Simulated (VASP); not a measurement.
Au, 1 atom in the cell. Symmetry: Fm-3m, No. 225, cubic system. Conventional cell: a = 4.047 Å, b = 4.047 Å, c = 4.047 Å, α = 90.00°, β = 90.00°, γ = 90.00°. Within 3.8 Å of Au (site symmetry m-3m) lie 12 Au at 2.86 Å. 

```yaml
Program: VASP 6.6.1
Task: single point
Functional: LDA
Potentials_or_basis: VASP PAW LDA potentials, release 64 (Au)
Cutoff: 500 eV
k_mesh: 9 × 9 × 9
Occupations: fermi-dirac, width 0.1 eV
Spin: no spin polarisation
Dipole_correction: no
Further_INCAR_settings: ALGO = Normal; EDIFF = 1e-06; NBANDS = 12
```

Potentials or basis: VASP PAW LDA potentials, release 64 (Au).

Run with:

```bash
$ cat potpaw_LDA.64/Au/POTCAR > POTCAR
$ mpirun -np 1 vasp_std > vasp.out
```

Hardware: 1 thread of Intel(R) Xeon(R) Platinum 8259CL CPU @ 2.50GHz (Skylake/Cascade Lake), on a shared host.

Q: How long does it take, and how much memory?

A: Run time: 5.4 s on 1 thread of Intel(R) Xeon(R) Platinum 8259CL CPU @ 2.50GHz (Skylake/Cascade Lake) (shared host), peak memory 0.13 GiB. Counts: scf iterations 10, k points 35.
